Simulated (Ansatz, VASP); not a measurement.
## Au in VASP and in Ansatz

File INCAR:

```
SYSTEM = Au
PREC = Accurate
ENCUT = 520
EDIFF = 1E-6
ISMEAR = 0
SIGMA = 0.15
LREAL = .False.
LASPH = .True.
NELM = 100
ALGO = Fast
ISIF = 2
LWAVE = .False.
LCHARG = .False.
GGA = PS
NBANDS = 12
```

Contents of KPOINTS:

```
regular mesh
0
Gamma
  22 22 22
  0 0 0
```

POSCAR

```
Au
1.0
    0.4986001184      2.3227468929      2.3227468929
    2.3227468929      0.4986001184      2.3227468929
    2.3227468929      2.3227468929      0.4986001184
Au
1
Direct
    0.0000000000      0.0000000000      0.0000000000
```

Input for Ansatz:

```yaml
crystal:
  lattice:
    - [0.4986001184, 2.3227468929, 2.3227468929]
    - [2.3227468929, 0.4986001184, 2.3227468929]
    - [2.3227468929, 2.3227468929, 0.4986001184]
  atoms:
    - { symbol: Au, position: [0.0, 0.0, 0.0] }
basis:
  ecutwfc: 420
kpoints:
  mp_grid: { grid: [22, 22, 22] }
hamiltonian:
  xc: pbesol
scf:
  occupations: { method: gaussian, width: 0.15 }
output:
  forces: true
  stress: true
  eigenvalues: true
```

Alike in both runs: task single point; functional PBEsol; k mesh 22 × 22 × 22; occupations gaussian, width 0.15 eV; no spin polarisation.

|  | VASP | Ansatz |
| --- | --- | --- |
| version | VASP 6.6.1 | Ansatz 0.2.0 |
| potentials or method | VASP PAW PBE potentials, release 64 (Au), cutoff 520 eV | scalar-relativistic, plane waves, PAW |
| valence electrons in the cell | 11 | 19 |

```csv
,VASP,Ansatz,Ansatz less VASP
gap on the k mesh at the Fermi level (eV),none,none,-
pressure (GPa),27.3,27.6,+0.30
"traceless stress, the component that is largest in VASP (GPa)",-14.02,-14.08,-0.069
```

VASP's potentials were made for PBE, not for PBEsol. A gap of «none» marks a metal or a gap that the smearing closes. VASP's potentials hold 11 valence electrons a cell and Ansatz's 19, so a difference there can come from the potentials and not from the codes.

Neither program's run includes spin-orbit coupling.
